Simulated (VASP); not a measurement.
A run of VASP 6.6.1 is set up as follows.

The input INCAR:

```
PREC = Accurate
ENCUT = 500
EDIFF = 1E-6
ISMEAR = -1
SIGMA = 0.1
LREAL = F
LASPH = T
NELM = 200
ALGO = Normal
ISIF = 2
LWAVE = F
LCHARG = T
LNONCOLLINEAR = T
MAGMOM = 0 0 0 0 0 0
LORBIT = 11
LSORBIT = T
GGA_COMPAT = F
LORBMOM = T
GGA = B5
ALDAX = 1.0
AGGAX = 1.0
AGGAC = 1.0
ALDAC = 0.0
LVHAR = T
NBANDS = 30
```

KPOINTS

```
regular mesh
0
Gamma
  8 8 8
```

POSCAR

```
InAs
1.0
    0.0000000000      3.0180000000      3.0180000000
    3.0180000000      0.0000000000      3.0180000000
    3.0180000000      3.0180000000      0.0000000000
In As
1 1
Direct
    0.0000000000      0.0000000000      0.0000000000
    0.2500000000      0.2500000000      0.2500000000
```

Potentials or basis: VASP PAW PBE potentials, release 64 (In_d, As).

Launch:

```bash
$ cat potpaw_PBE.64/In_d/POTCAR potpaw_PBE.64/As/POTCAR > POTCAR
$ mpirun -np 1 vasp_ncl > vasp.out
```

Estimate the net moment.

0.00 μB per cell.

Estimate the pressure.

7.6 GPa.

Moments on the atoms (μB; x, y, z):
```
In  0.00 0.00 0.00
As  0.00 0.00 0.00
```

Caveat: the cell stands under pressure; the PAW data sets were made with another functional, which shifts forces and pressure a little.
